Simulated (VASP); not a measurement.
# BaTiO3 in VASP: a series of runs

The runs below take BaTiO3 through electric field gradients, with PBEsol.

All numbers are computed with VASP 6.6.1; they aren't measurements. Logs are shortened: lines on timing, memory, paths and dates and some standing lists are left out, and cuts for length are marked.

**1. The cell of the first run**

The structure is tetragonal, space group P4/mmm (No. 123). The conventional cell has a = 4.026 Å, b = 4.026 Å, c = 4.045 Å, α = 90.00°, β = 90.00°, γ = 90.00°. Ba (site symmetry 4/mmm) has 12 O at 2.85 Å and 8 Ti at 3.49 Å within 3.8 Å. Within 2.7 Å of Ti (site symmetry 4/mmm) lie 6 O at 2.01 to 2.02 Å. Within 2.7 Å of O (site symmetry 4/mmm) lie 2 Ti at 2.02 Å. Within 2.7 Å of O (site symmetry mmm) lie 2 Ti at 2.01 Å.

**2. Electric field gradients, PBEsol (volume scaled by 1.02)**

INCAR

```
SYSTEM = BaTiO3
ALGO     = Normal         ! electronic algorithm
EDIFF    = 1E-8           ! SCF threshold, eV
ENCUT    = 520            ! plane-wave cutoff, eV
GGA      = PS             ! functional
ISIF     = 2              ! what is computed and relaxed
ISMEAR   = -1             ! smearing method
LASPH    = .True.         ! aspherical terms in the spheres
LCHARG   = .False.        ! write CHGCAR
LEFG     = .True.       
LREAL    = .False.        ! projectors in reciprocal space
LWAVE    = .False.        ! write WAVECAR
NBANDS   = 28             ! bands
NELM     = 60             ! most SCF steps
PREC     = Accurate       ! precision mode
SIGMA    = 0.03           ! smearing width, eV
```

KPOINTS

```
k-points
0
Gamma
  7 7 7
  0 0 0
```

POSCAR

```
BaTiO3
1.0
    4.0262895137      0.0000000000      0.0000000000
    0.0000000000      4.0262895137      0.0000000000
    0.0000000000      0.0000000000      4.0446100470
Ba Ti O
1 1 3
Direct
    0.0000000000      0.0000000000      0.0000000000
    0.5000000000      0.5000000000      0.5000000000
    0.5000000000      0.5000000000      0.0000000000
    0.5000000000      0.0000000000      0.5000000000
    0.0000000000      0.5000000000      0.5000000000
```

Potentials or basis: VASP PAW PBE potentials, release 64 (Ba_sv, Ti_sv, O).

On the command line:

```sh
$ cat potpaw_PBE.64/Ba_sv/POTCAR potpaw_PBE.64/Ti_sv/POTCAR potpaw_PBE.64/O/POTCAR > POTCAR
$ mpirun -np 1 vasp_std > vasp.out
```

OUTCAR:

```text
SYSTEM = BaTiO3
   EDIFF = 1E-8
   ENCUT = 520
   GGA = PS
   ISIF = 2
   ISMEAR = -1
   LASPH = .True.
   LREAL = .False.
   NELM = 60
   PREC = Accurate

 ion  position               nearest neighbor table
   1  0.000  0.000  0.000-   3 2.85   3 2.85   3 2.85   3 2.85   5 2.85   4 2.85   5 2.85   5 2.85
                             5 2.85   4 2.85   4 2.85   4 2.85   2 3.49   2 3.49   2 3.49   2 3.49
   2  0.500  0.500  0.500-   4 2.01   5 2.01   4 2.01   5 2.01   3 2.02   3 2.02   1 3.49   1 3.49
                             1 3.49   1 3.49   1 3.49   1 3.49   1 3.49   1 3.49
   3  0.500  0.500  0.000-   2 2.02   2 2.02   1 2.85   1 2.85   1 2.85   1 2.85
   4  0.500  0.000  0.500-   2 2.01   2 2.01   1 2.85   1 2.85   1 2.85   1 2.85
   5  0.000  0.500  0.500-   2 2.01   2 2.01   1 2.85   1 2.85   1 2.85   1 2.85

  LATTYP: Found a simple tetragonal cell.
 ALAT       =     4.0262895137
 C/A-ratio  =     1.0045502275

  Lattice vectors:

 A1 = (   4.0262895137,   0.0000000000,   0.0000000000)
 A2 = (   0.0000000000,   4.0262895137,   0.0000000000)
 A3 = (   0.0000000000,   0.0000000000,   4.0446100470)

Analysis of symmetry for initial positions (statically):
=====================================================================
 Subroutine PRICEL returns:
 Original cell was already a primitive cell.

 Routine SETGRP: Setting up the symmetry group for a
 simple tetragonal supercell.

 Subroutine GETGRP returns: Found 16 space group operations
 (whereof 16 operations were pure point group operations)
 out of a pool of 16 trial point group operations.

The static configuration has the point symmetry D_4h.

Analysis of symmetry for dynamics (positions and initial velocities):
=====================================================================
 Subroutine PRICEL returns:
 Original cell was already a primitive cell.

 Routine SETGRP: Setting up the symmetry group for a
 simple tetragonal supercell.

 Subroutine GETGRP returns: Found 16 space group operations
 (whereof 16 operations were pure point group operations)
 out of a pool of 16 trial point group operations.

The dynamic configuration has the point symmetry D_4h.

 Subroutine INISYM returns: Found 16 space group operations
 (whereof 16 operations are pure point group operations),
 and found     1 'primitive' translations

----------------------------------------------------------------------------------------

                                     Primitive cell

  volume of cell :      65.5672

  direct lattice vectors                    reciprocal lattice vectors
     4.026289514  0.000000000  0.000000000     0.248367634  0.000000000  0.000000000
     0.000000000  4.026289514  0.000000000     0.000000000  0.248367634  0.000000000
     0.000000000  0.000000000  4.044610047     0.000000000  0.000000000  0.247242624

  length of vectors
     4.026289514  4.026289514  4.044610047     0.248367634  0.248367634  0.247242624

  position of ions in fractional coordinates (direct lattice)
     0.000000000  0.000000000  0.000000000
     0.500000000  0.500000000  0.500000000
     0.500000000  0.500000000  0.000000000
     0.500000000  0.000000000  0.500000000
     0.000000000  0.500000000  0.500000000

  ion indices of the primitive-cell ions
   primitive index   ion index
                 1           1
                 2           2
                 3           3
                 4           4
                 5           5

----------------------------------------------------------------------------------------

 KPOINTS: k-points

Automatic generation of k-mesh.
 Grid dimensions read from file:
 generate k-points for:    7    7    7

 Generating k-lattice:
[... 45 lines left out ...]
   number of dos      NEDOS =    301   number of ions     NIONS =      5
   total plane-waves  NPLWV =  27000
   dimension x,y,z NGX =    30 NGY =   30 NGZ =   30
   dimension x,y,z NGXF=    60 NGYF=   60 NGZF=   60
   ions per type =               1   1   3
   NGX,Y,Z   is equivalent  to a cutoff of  12.39, 12.39, 12.33 a.u.
   NGXF,Y,Z  is equivalent  to a cutoff of  24.77, 24.77, 24.66 a.u.
 SYSTEM =  BaTiO3
   PREC   = accura    normal or accurate (medium, high low for compatibility)
   ISTART =      0    job   : 0-new  1-cont  2-samecut
   ICHARG =      2    charge: 1-file 2-atom 10-const
   ISPIN  =      1    spin polarized calculation?
   LNONCOLLINEAR =      F non collinear calculations
   LSORBIT =      F    spin-orbit coupling
   LASPH  =      T    aspherical Exc in radial PAW
   ENCUT  =  520.0 eV  38.22 Ry    6.18 a.u.   7.49  7.49  7.52*2*pi/ulx,y,z
   NELM   =     60;   NELMIN=  2; NELMDL= -5     # of ELM steps
   EDIFF  = 0.1E-07   stopping-criterion for ELM
   LREAL  =      F    real-space projection
   EDIFFG = 0.1E-06   stopping-criterion for IOM
   NSW    =      0    number of steps for IOM
   IBRION =     -1    ionic relax: 0-MD 1-quasi-New 2-CG
   NFREE  =      0    steps in history (QN), initial steepest desc. (CG)
   ISIF   =      2    stress and relaxation
   ISYM   =      2    0-nonsym 1-usesym 2-fastsym
   POTIM  = 0.5000    time-step for ionic-motion
   TEBEG  =    0.0;   TEEND  =   0.0 temperature during run
   PSTRESS=    0.0 pullay stress
   NELECT =      40.0000    total number of electrons
   NUPDOWN=      -1.0000    fix difference up-down
   EMIN   =  10.00;   EMAX   =-10.00  energy-range for DOS
   EFERMI =   0.00;   METHOD = LEGACY
   ISMEAR =    -1;   SIGMA  =   0.03  broadening in eV -4-tet -1-fermi 0-gaus
   EFERMI_NEDOS =   21; number of points for ismear=-14 and -15
   IALGO  =     38    algorithm
   IMIX   =      4    mixing-type and parameters
     AMIX     =   0.40;   BMIX     =  1.00
     AMIX_MAG =   1.60;   BMIX_MAG =  1.00
  volume/ion in A,a.u.               =      13.11        88.49
  Fermi-wavevector in a.u.,A,eV,Ry     =   1.388458  2.623804 26.229507  1.927814
  Thomas-Fermi vector in A             =   2.512582
   LORBIT       =      0    0 simple, 1 ext, 2 COOP (PROOUT), +10 PAW based schemes
   GGA     = PS    functional components
   LHFCALC =     F    Hartree Fock is set to
   AEXX    =    0.0000 exact exchange contribution
   IVDW    =     0    specifies the selected vdW correction
   LEPSILON=     F    determine dielectric tensor
   LRPA    =     F    only Hartree local field effects (RPA)
 non-spin polarized calculation
  energy-cutoff  :      520.00
  volume of cell :       65.57
 maximum number of plane-waves:      1791
 NGX is ok and might be reduce to    30
   NGX = 15   NGY = 15   NGZ = 15

 number of electron      39.9999977 magnetization

 Free energy of the ion-electron system (eV)
  ---------------------------------------------------
  ext. energy  EPLUGINS =         0.00000000
  ---------------------------------------------------
  free energy    TOTEN  =       -41.93943685 eV

  energy without entropy =      -41.93943685  energy(sigma->0) =      -41.93943685

 E-fermi :   4.2928     XC(G=0): -11.4004

 val. band max:        3.4603132516   @ k =   0.4286   0.4286   0.4286
 cond. band min:       5.1738986769   @ k =   0.0000   0.0000   0.0000
 fundamental gap:      1.7135854253
 Fermi energy:         4.2928134685

 k-point     1 :       0.0000    0.0000    0.0000
  band No.  band energies     occupation
      1     -52.9440      2.00000
      2     -29.2557      2.00000
      3     -29.2557      2.00000
      4     -29.2541      2.00000
      5     -21.2901      2.00000
      6     -13.2449      2.00000
[... 733 lines left out ...]
     27      11.7754      0.00000
     28      12.2003      0.00000

 [... further k-points ...]
[... 5 lines left out ...]
  --------------------------------------------------------------------------------------
  -------------------------------------------------------------------------------------
  Total       -2.3195404     -2.3195404     -2.6356395      0.0000000      0.0000000      0.0000000
  in kB      -56.6794817    -56.6794817    -64.4035680      0.0000000      0.0000000      0.0000000
  external PRESSURE =     -59.2541771 kB  Pullay stress =       0.0000000 kB

 VOLUME and BASIS-vectors are now :
 -----------------------------------------------------------------------------
  energy-cutoff  :      520.00
  volume of cell :       65.57
      direct lattice vectors                 reciprocal lattice vectors
     4.026289514  0.000000000  0.000000000     0.248367634  0.000000000  0.000000000
     0.000000000  4.026289514  0.000000000     0.000000000  0.248367634  0.000000000
     0.000000000  0.000000000  4.044610047     0.000000000  0.000000000  0.247242624

 POSITION                                       TOTAL-FORCE (eV/Angst)
 -----------------------------------------------------------------------------------
      0.00000      0.00000      0.00000         0.000000      0.000000      0.000000
      2.01314      2.01314      2.02231         0.000000      0.000000      0.000000
      2.01314      2.01314      0.00000         0.000000      0.000000      0.000000
      2.01314      0.00000      2.02231         0.000000      0.000000      0.000000
      0.00000      2.01314      2.02231         0.000000      0.000000      0.000000
 -----------------------------------------------------------------------------------
    total drift:                                0.000000      0.000000     -0.000000

  FREE ENERGIE OF THE ION-ELECTRON SYSTEM (eV)
  ---------------------------------------------------
  free  energy   TOTEN  =       -41.9394368513 eV

  energy  without entropy=      -41.9394368513  energy(sigma->0) =      -41.93943685

 Electric field gradients (V/A^2)
---------------------------------------------------------------------
 ion       V_xx      V_yy      V_zz      V_xy      V_xz      V_yz
---------------------------------------------------------------------
   1      -0.367    -0.367     0.733     0.000     0.000    -0.000
   2      -1.916    -1.916     3.832     0.000     0.000     0.000
   3     -13.081   -13.081    26.161     0.000    -0.000     0.000
   4     -12.782    24.063   -11.281     0.000     0.000     0.000
   5      24.063   -12.782   -11.281     0.000    -0.000     0.000
---------------------------------------------------------------------

 Electric field gradients after diagonalization (V/A^2)
 (convention: |V_zz| > |V_xx| > |V_yy|)
----------------------------------------------------------------------
 ion       V_xx      V_yy      V_zz     asymmetry (V_yy - V_xx)/ V_zz
----------------------------------------------------------------------
   1      -0.367    -0.367     0.733       0.000
   2      -1.916    -1.916     3.832       0.000
   3     -13.081   -13.081    26.161       0.000
   4     -12.782   -11.281    24.063       0.062
   5     -12.782   -11.281    24.063       0.062
----------------------------------------------------------------------

           NMR quadrupolar parameters

 Cq : quadrupolar parameter    Cq=e*Q*V_zz/h
 eta: asymmetry parameters     (V_yy - V_xx)/ V_zz
 Q  : nuclear electric quadrupole moment in mb (millibarn)
----------------------------------------------------------------------
 ion       Cq(MHz)       eta       Q (mb)
----------------------------------------------------------------------
   1       0.002       0.000       1.000
   2       0.009       0.000       1.000
   3       0.063       0.000       1.000
   4       0.058       0.062       1.000
   5       0.058       0.062       1.000
----------------------------------------------------------------------
```

It took 2.6 min on 1 thread of AMD EPYC 7R13, shared host; peak memory 0.19 GiB.

What came out:

| Item | Value |
| --- | --- |
| Free energy | -41.9394 eV |
| Pressure | -5.9 GPa |
| Band gap on the k mesh | 1.71 eV, indirect (least direct gap 1.82 eV) |

Electric field gradients, principal values (V/Å²):
```
atom    least   middle  greatest (by size)
1 Ba   -0.367   -0.367               0.733
2 Ti   -1.916   -1.916               3.832
 3 O  -13.081  -13.081              26.161
 4 O  -11.281  -12.782              24.063
 5 O  -11.281  -12.782              24.063
```

Caveat: without QUAD_EFG the Cq values of the log hold for a quadrupole moment of 1 mb, not for the nuclei; the PAW data sets were made with another functional, which shifts forces and pressure a little; spin-orbit coupling is left out, which moves the levels of the heavy elements. A k mesh can miss the band edges.

[end of part 1 of 2]
